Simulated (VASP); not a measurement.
Here is a VASP 6.6.1 calculation.

File INCAR:

```
SYSTEM = Co
PREC = Accurate
ENCUT = 520
EDIFF = 1E-6
ISMEAR = -1
SIGMA = 0.1
LREAL = .FALSE.
LASPH = .TRUE.
NELM = 80
ALGO = Normal
ISIF = 2
LWAVE = .FALSE.
LCHARG = .TRUE.
GGA = CA
LELF = .TRUE.
LVHAR = .TRUE.
NBANDS = 10
```

KPOINTS

```
regular mesh
0
G
  16 16 16
  0 0 0
```

POSCAR

```
Co
1.0
    2.1637880210      0.0000000000      0.0000000000
    0.0000000000      2.1637880210      0.0000000000
    0.0000000000      0.0000000000      2.1637880210
Co
1
Direct
    0.0000000000      0.0000000000      0.0000000000
```

Potentials or basis: VASP PAW LDA potentials, release 64 (Co).

The run is started by

```bash
$ cat potpaw_LDA.64/Co/POTCAR > POTCAR
$ mpirun -np 1 vasp_std > vasp.out
```

Question: Estimate the band gap on the k mesh.

Answer: Zero (an odd number of electrons rules out a gap without spin polarisation).

Question: What does it give for the pressure?

Answer: 21.6 GPa.

Caveat: the cell stands under pressure; the run has no spin polarisation, though such a crystal can be magnetic. Spin polarisation is off, so any magnetic state and its effect on volume and gap are missing.
